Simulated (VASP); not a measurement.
## Ta2Si: single point with r2SCAN

Ta2Si:

```
Ta Si
1.0
    -3.06335    3.06335    2.50598
     3.06335   -3.06335    2.50598
     3.06335    3.06335   -2.50598
Ta Si
4 2
Direct
  0.66332 0.83668 0.50000
  0.83668 0.33668 0.17337
  0.33668 0.16332 0.50000
  0.16332 0.66332 0.82663
  0.25000 0.25000 0.00000
  0.75000 0.75000 0.00000
```

| Quantity | Value |
| --- | --- |
| Program | VASP 6.6.1 |
| Task | single point |
| Functional | r2SCAN |
| Potentials or basis | VASP PAW PBE potentials, release 64 (Ta_pv, Si) |
| Cutoff | 520 eV |
| k mesh | 10 × 10 × 10 |
| Occupations | gaussian, width 0.1 eV |
| Spin | no spin polarisation |
| Dipole correction | no |
| Further INCAR settings | ALGO = Normal; EDIFF = 1e-06; NBANDS = 35 |

* Pressure: 5.5 GPa
* Largest force: 0.004 eV/Å
* Band gap on the k mesh: zero (band 26 reaches 8.14 eV, above the bottom of band 27 at 7.30 eV)

Forces in eV/Å, atoms in the order of the input:
```
Ta  -0.003  0.003  0.000
Ta  -0.003 -0.003  0.000
Ta   0.003 -0.003  0.000
Ta   0.003  0.003  0.000
Si   0.000  0.000  0.000
Si   0.000  0.000  0.000
```

Levels at points of the mesh, in eV from the Fermi level:
```tsv
k point	band 24	band 25	band 26	band 27	band 28	band 29
(0.00, 0.00, 0.00)	-2.23	0.23	0.28	1.02	1.48	1.48
(0.50, 0.00, 0.00)	-2.13	-1.20	-1.20	0.77	0.77	2.08
(0.50, 0.50, 0.00)	-1.63	-0.17	0.02	0.11	0.69	1.48
(0.50, 0.50, 0.50)	-1.14	-1.11	-1.11	-0.23	0.32	0.80
```

It took 18 min on 1 thread of AMD EPYC 9R45 96-Core Processor (Zen 5) (shared host), peak memory 0.4 GiB.

Caveat: the PAW data sets were made with another functional, which shifts forces and pressure a little; spin-orbit coupling is left out, which moves the levels of the heavy elements.
